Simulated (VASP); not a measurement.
# Sn (I4_1/amd) in VASP: a series of runs

Sn is run at these levels: PBEsol; tasks: single point.

Program: VASP 6.6.1. These are calculated values, not measurements. Logs are shortened: lines on timing, memory, paths and dates and some standing lists are left out, and cuts for length are marked.

## (1) The cell of the first run

Symmetry: I4_1/amd, No. 141, tetragonal system. Conventional cell: a = 5.950 Å, b = 5.950 Å, c = 3.114 Å, α = 90.00°, β = 90.00°, γ = 90.00°. Within 4.0 Å of Sn (site symmetry -4m2) lie 10 Sn at 3.08 to 3.78 Å.

## (2) Single point, PBEsol

INCAR

```
PREC = Accurate
ENCUT = 520
EDIFF = 1E-6
ISMEAR = 0
SIGMA = 0.05
LREAL = False
LASPH = True
NELM = 60
ALGO = Normal
ISIF = 2
LWAVE = False
LCHARG = False
GGA = PS
NBANDS = 36
```

KPOINTS

```
Automatic mesh
0
Gamma
  8 8 14
  0.5 0.5 0.5
```

POSCAR

```
Sn
1.0
    5.9500000000      0.0000000000      0.0000000000
    0.0000000000      5.9500000000      0.0000000000
    0.0000000000      0.0000000000      3.1137754364
Sn
4
Direct
    0.0000000000      0.0000000000      0.0000000000
    0.5000000000      0.5000000000      0.5000000000
    0.5000000000      0.0000000000      0.2500000000
    0.0000000000      0.5000000000      0.7500000000
```

Potentials or basis: VASP PAW PBE potentials, release 64 (Sn_d).

Run with:

```console
$ cat potpaw_PBE.64/Sn_d/POTCAR > POTCAR
$ mpirun -np 1 vasp_std > vasp.out
```

OUTCAR:

```text
PREC = Accurate
   ENCUT = 520
   EDIFF = 1E-6
   ISMEAR = 0
   LREAL = False
   LASPH = True
   NELM = 60
   ISIF = 2
   GGA = PS

 ion  position               nearest neighbor table
   1  0.000  0.000  0.000-   3 3.08   4 3.08   4 3.08   3 3.08
   2  0.500  0.500  0.500-   3 3.08   4 3.08   3 3.08   4 3.08
   3  0.500  0.000  0.250-   1 3.08   2 3.08   2 3.08   1 3.08
   4  0.000  0.500  0.750-   1 3.08   2 3.08   1 3.08   2 3.08

  LATTYP: Found a simple tetragonal cell.
 ALAT       =     5.9500000000
 C/A-ratio  =     0.5233236028

  Lattice vectors:

 A1 = (   5.9500000000,   0.0000000000,   0.0000000000)
 A2 = (   0.0000000000,   5.9500000000,   0.0000000000)
 A3 = (   0.0000000000,   0.0000000000,   3.1137754364)

Analysis of symmetry for initial positions (statically):
=====================================================================
 Subroutine PRICEL returns following result:

  LATTYP: Found a body centered tetragonal cell.
 ALAT       =     5.9500000000
 C/A-ratio  =     0.5233236028

  Lattice vectors:

 A1 = (   2.9750000000,  -2.9750000000,  -1.5568877182)
 A2 = (  -2.9750000000,   2.9750000000,  -1.5568877182)
 A3 = (   2.9750000000,   2.9750000000,   1.5568877182)

   2 primitive cells build up your supercell.

 Routine SETGRP: Setting up the symmetry group for a
 simple tetragonal supercell.

 Subroutine GETGRP returns: Found 16 space group operations
 (whereof  8 operations were pure point group operations)
 out of a pool of 16 trial point group operations.

The static configuration has the point symmetry D_2d.
 The point group associated with its full space group is D_4h.

Analysis of symmetry for dynamics (positions and initial velocities):
=====================================================================
 Subroutine PRICEL returns following result:

  LATTYP: Found a body centered tetragonal cell.
 ALAT       =     5.9500000000
 C/A-ratio  =     0.5233236028

  Lattice vectors:

 A1 = (   2.9750000000,  -2.9750000000,  -1.5568877182)
 A2 = (  -2.9750000000,   2.9750000000,  -1.5568877182)
 A3 = (   2.9750000000,   2.9750000000,   1.5568877182)

   2 primitive cells build up your supercell.

 Routine SETGRP: Setting up the symmetry group for a
[... 101 lines left out ...]
   ISPIN  =      1    spin polarized calculation?
   LNONCOLLINEAR =      F non collinear calculations
   LSORBIT =      F    spin-orbit coupling
   LASPH  =      T    aspherical Exc in radial PAW
   ENCUT  =  520.0 eV  38.22 Ry    6.18 a.u.  11.06 11.06  5.79*2*pi/ulx,y,z
   NELM   =     60;   NELMIN=  2; NELMDL= -5     # of ELM steps
   EDIFF  = 0.1E-05   stopping-criterion for ELM
   LREAL  =      F    real-space projection
   EDIFFG = 0.1E-04   stopping-criterion for IOM
   NSW    =      0    number of steps for IOM
   IBRION =     -1    ionic relax: 0-MD 1-quasi-New 2-CG
   NFREE  =      0    steps in history (QN), initial steepest desc. (CG)
   ISIF   =      2    stress and relaxation
   ISYM   =      2    0-nonsym 1-usesym 2-fastsym
   POTIM  = 0.5000    time-step for ionic-motion
   TEBEG  =    0.0;   TEEND  =   0.0 temperature during run
   PSTRESS=    0.0 pullay stress
   NELECT =      56.0000    total number of electrons
   NUPDOWN=      -1.0000    fix difference up-down
   EMIN   =  10.00;   EMAX   =-10.00  energy-range for DOS
   EFERMI =   0.00;   METHOD = LEGACY
   ISMEAR =     0;   SIGMA  =   0.05  broadening in eV -4-tet -1-fermi 0-gaus
   EFERMI_NEDOS =   21; number of points for ismear=-14 and -15
   IALGO  =     38    algorithm
   IMIX   =      4    mixing-type and parameters
     AMIX     =   0.40;   BMIX     =  1.00
     AMIX_MAG =   1.60;   BMIX_MAG =  1.00
  volume/ion in A,a.u.               =      27.56       185.98
  Fermi-wavevector in a.u.,A,eV,Ry     =   1.306262  2.468478 23.215914  1.706322
  Thomas-Fermi vector in A             =   2.437076
   LORBIT       =      0    0 simple, 1 ext, 2 COOP (PROOUT), +10 PAW based schemes
   GGA     = PS    functional components
   LHFCALC =     F    Hartree Fock is set to
   AEXX    =    0.0000 exact exchange contribution
   IVDW    =     0    specifies the selected vdW correction
   LEPSILON=     F    determine dielectric tensor
   LRPA    =     F    only Hartree local field effects (RPA)
 non-spin polarized calculation
 Gauss-broadening in eV      SIGMA  =   0.05
  energy-cutoff  :      520.00
  volume of cell :      110.24
 maximum number of plane-waves:      2999
 NGX is ok and might be reduce to    48
   NGX = 23   NGY = 23   NGZ = 11

 number of electron      55.9999976 magnetization

 Free energy of the ion-electron system (eV)
  ---------------------------------------------------
  ext. energy  EPLUGINS =         0.00000000
  ---------------------------------------------------
  free energy    TOTEN  =       -17.03310975 eV

  energy without entropy =      -17.03115051  energy(sigma->0) =      -17.03213013

 E-fermi :   7.5574     XC(G=0): -10.3784

 val. band max:        7.5418210715   @ k =   0.1875   0.1875   0.3214
 cond. band min:       7.5837222486   @ k =   0.3125   0.1875   0.4643
 fundamental gap:      0.0419011771
 Fermi energy:         7.5573997951

 k-point     1 :       0.0625    0.0625    0.0357
  band No.  band energies     occupation
      1     -13.8900      2.00000
      2     -13.8604      2.00000
      3     -13.8561      2.00000
      4     -13.8548      2.00000
      5     -13.8049      2.00000
      6     -13.7745      2.00000
[... 925 lines left out ...]
     35      13.5917      0.00000
     36      14.1694      0.00000

 [... further k-points ...]

------------------------ aborting loop because EDIFF is reached ----------------------------------------

  FORCE on cell =-STRESS in cart. coord.  units (eV):
  Direction    XX          YY          ZZ          XY          YZ          ZX
  --------------------------------------------------------------------------------------
  -------------------------------------------------------------------------------------
  Total       -1.4757785     -1.4757785     -0.0639834      0.0000000      0.0000000      0.0000000
  in kB      -21.4491726    -21.4491726     -0.9299435      0.0000000      0.0000000      0.0000000
  external PRESSURE =     -14.6094295 kB  Pullay stress =       0.0000000 kB

 VOLUME and BASIS-vectors are now :
 -----------------------------------------------------------------------------
  energy-cutoff  :      520.00
  volume of cell :      110.24
      direct lattice vectors                 reciprocal lattice vectors
     5.950000000  0.000000000  0.000000000     0.168067227  0.000000000  0.000000000
     0.000000000  5.950000000  0.000000000     0.000000000  0.168067227  0.000000000
     0.000000000  0.000000000  3.113775436     0.000000000  0.000000000  0.321153539

 POSITION                                       TOTAL-FORCE (eV/Angst)
 -----------------------------------------------------------------------------------
      0.00000      0.00000      0.00000         0.000000      0.000000      0.000000
      2.97500      2.97500      1.55689         0.000000      0.000000     -0.000000
      2.97500      0.00000      0.77844         0.000000     -0.000000      0.000000
      0.00000      2.97500      2.33533        -0.000000     -0.000000     -0.000000
 -----------------------------------------------------------------------------------
    total drift:                                0.000000      0.000000     -0.000000

  FREE ENERGIE OF THE ION-ELECTRON SYSTEM (eV)
  ---------------------------------------------------
  free  energy   TOTEN  =       -17.0331097459 eV

  energy  without entropy=      -17.0311505103  energy(sigma->0) =      -17.03213013
```

stdout:

```text
POSCAR found type information on POSCAR Sn
 POSCAR found :  1 types and       4 ions
 scaLAPACK will be used
 -----------------------------------------------------------------------------
|                                                                             |
|                                                                             |
|     You enforced a specific xc type in the INCAR file but a different       |
|     I HOPE YOU KNOW WHAT YOU ARE DOING!                                     |
|                                                                             |
 -----------------------------------------------------------------------------

 LDA part: xc-table for (Slater+PW92), standard interpolation
 POSCAR, INCAR and KPOINTS ok, starting setup
 FFT: planning ... GRIDC
 FFT: planning ... GRID_SOFT
 FFT: planning ... GRID
 WAVECAR not read
 entering main loop
```

Wall time 3.1 min (1 thread of AMD EPYC 9755, shared host); peak memory 0.31 GiB.

What came out:

```yaml
Free_energy: -17.0331 eV
Pressure: -1.5 GPa
Band_gap_on_the_k_mesh: zero (bands 28 and 29 overlap by 2.27 eV)
```

Stress tensor (GPa, compression positive):
```
-2.14  0.00  0.00
 0.00 -2.14  0.00
 0.00  0.00 -0.09
```

Caveat: the PAW data sets were made with another functional, which shifts forces and pressure a little; spin-orbit coupling is left out, which moves the levels of the heavy elements.

## (3) Single point, PBEsol

This run uses another cell than the first one, of 27.80 Å³/atom.

INCAR

```
PREC = Accurate
ENCUT = 520
EDIFF = 1E-6
ISMEAR = 0
SIGMA = 0.05
LREAL = False
LASPH = True
NELM = 80
ALGO = Normal
ISIF = 2
LWAVE = False
LCHARG = True
GGA = PS
LELF = True
LVHAR = True
NBANDS = 36
```

KPOINTS is that of step 2.

POSCAR: that of step 2 with these lines changed.

```diff
@@ -4,3 +4,3 @@
     0.0000000000      5.9500000000      0.0000000000
-    0.0000000000      0.0000000000      3.1137754364
+    0.0000000000      0.0000000000      3.1407300000
 Sn
```

Potentials or basis: VASP PAW PBE potentials, release 64 (Sn_d).

Run with:

```console
$ cat potpaw_PBE.64/Sn_d/POTCAR > POTCAR
$ mpirun -np 1 vasp_std > vasp.out
```

OUTCAR:

```text
PREC = Accurate
   ENCUT = 520
   EDIFF = 1E-6
   ISMEAR = 0
   LREAL = False
   LASPH = True
   NELM = 80
   ISIF = 2
   GGA = PS

 ion  position               nearest neighbor table
   1  0.000  0.000  0.000-   3 3.08   4 3.08   4 3.08   3 3.08
   2  0.500  0.500  0.500-   3 3.08   4 3.08   3 3.08   4 3.08
   3  0.500  0.000  0.250-   1 3.08   2 3.08   2 3.08   1 3.08
   4  0.000  0.500  0.750-   1 3.08   2 3.08   1 3.08   2 3.08

  LATTYP: Found a simple tetragonal cell.
 ALAT       =     5.9500000000
 C/A-ratio  =     0.5278537815

  Lattice vectors:

 A1 = (   5.9500000000,   0.0000000000,   0.0000000000)
 A2 = (   0.0000000000,   5.9500000000,   0.0000000000)
 A3 = (   0.0000000000,   0.0000000000,   3.1407300000)

Analysis of symmetry for initial positions (statically):
=====================================================================
 Subroutine PRICEL returns following result:

  LATTYP: Found a body centered tetragonal cell.
[... 190 lines left out ...]
  free energy    TOTEN  =       -17.02991974 eV

  energy without entropy =      -17.02729849  energy(sigma->0) =      -17.02860911

 E-fermi :   7.4567     XC(G=0): -10.3388

 val. band max:        7.4200997331   @ k =   0.1875   0.1875   0.2500
 cond. band min:       7.4586925242   @ k =   0.4375   0.4375   0.1071
 fundamental gap:      0.0385927911
 Fermi energy:         7.4567417791

 k-point     1 :       0.0625    0.0625    0.0357
  band No.  band energies     occupation
      1     -13.9856      2.00000
      2     -13.9480      2.00000
      3     -13.9443      2.00000
      4     -13.9410      2.00000
      5     -13.8913      2.00000
      6     -13.8711      2.00000
[... 925 lines left out ...]
     35      13.4725      0.00000
     36      14.0962      0.00000

 [... further k-points ...]

------------------------ aborting loop because EDIFF is reached ----------------------------------------

  FORCE on cell =-STRESS in cart. coord.  units (eV):
  Direction    XX          YY          ZZ          XY          YZ          ZX
  --------------------------------------------------------------------------------------
  -------------------------------------------------------------------------------------
  Total       -1.5989174     -1.5989174     -0.7692501      0.0000000     -0.0000000      0.0000000
  in kB      -23.0394485    -23.0394485    -11.0844369      0.0000000     -0.0000000      0.0000000
  external PRESSURE =     -19.0544446 kB  Pullay stress =       0.0000000 kB

 VOLUME and BASIS-vectors are now :
 -----------------------------------------------------------------------------
  energy-cutoff  :      520.00
  volume of cell :      111.19
      direct lattice vectors                 reciprocal lattice vectors
     5.950000000  0.000000000  0.000000000     0.168067227  0.000000000  0.000000000
     0.000000000  5.950000000  0.000000000     0.000000000  0.168067227  0.000000000
     0.000000000  0.000000000  3.140730000     0.000000000  0.000000000  0.318397315

 POSITION                                       TOTAL-FORCE (eV/Angst)
 -----------------------------------------------------------------------------------
      0.00000      0.00000      0.00000         0.000000     -0.000000     -0.000000
      2.97500      2.97500      1.57037         0.000000     -0.000000     -0.000000
      2.97500      0.00000      0.78518        -0.000000      0.000000      0.000000
      0.00000      2.97500      2.35555        -0.000000      0.000000      0.000000
 -----------------------------------------------------------------------------------
    total drift:                                0.000000      0.000000     -0.000000

  FREE ENERGIE OF THE ION-ELECTRON SYSTEM (eV)
  ---------------------------------------------------
  free  energy   TOTEN  =       -17.0299197384 eV

  energy  without entropy=      -17.0272984905  energy(sigma->0) =      -17.02860911
```

OSZICAR:

```text
N       E                     dE             d eps       ncg     rms          rms(c)
DAV:   1     0.553697043782E+03    0.55370E+03   -0.28046E+04  5088   0.244E+03
DAV:   2     0.586368424107E+02   -0.49506E+03   -0.48749E+03  5040   0.584E+02
DAV:   3    -0.135989711327E+02   -0.72236E+02   -0.71149E+02  5672   0.196E+02
DAV:   4    -0.169986352229E+02   -0.33997E+01   -0.33830E+01  5804   0.466E+01
DAV:   5    -0.171098696936E+02   -0.11123E+00   -0.11121E+00  7236   0.813E+00    0.324E+00
DAV:   6    -0.170482832667E+02    0.61586E-01   -0.10725E-01  6432   0.372E+00    0.174E+00
DAV:   7    -0.170308679054E+02    0.17415E-01   -0.56051E-02  6568   0.258E+00    0.256E-01
DAV:   8    -0.170299028959E+02    0.96501E-03   -0.55476E-03  5560   0.831E-01    0.261E-02
DAV:   9    -0.170299201268E+02   -0.17231E-04   -0.22384E-04  6796   0.120E-01    0.112E-02
DAV:  10    -0.170299197384E+02    0.38836E-06   -0.95200E-06  6148   0.280E-02
   1 F= -.17029920E+02 E0= -.17028609E+02  d E =-.262125E-02
```

Run time: 3.8 min. Hardware: 1 thread of AMD EPYC 9755, shared host; peak memory 0.31 GiB.

Results:

```
Free energy            : -17.0299 eV
Pressure               : -1.9 GPa
Band gap on the k mesh : zero (bands 28 and 29 overlap by 2.25 eV)
```

Stress tensor (GPa, compression positive):
```
-2.30  0.00  0.00
 0.00 -2.30  0.00
 0.00  0.00 -1.11
```

Caveat: the PAW data sets were made with another functional, which shifts forces and pressure a little; spin-orbit coupling is left out, which moves the levels of the heavy elements.

The gap in the log of VASP goes by the Fermi energy; the results here count the filled bands.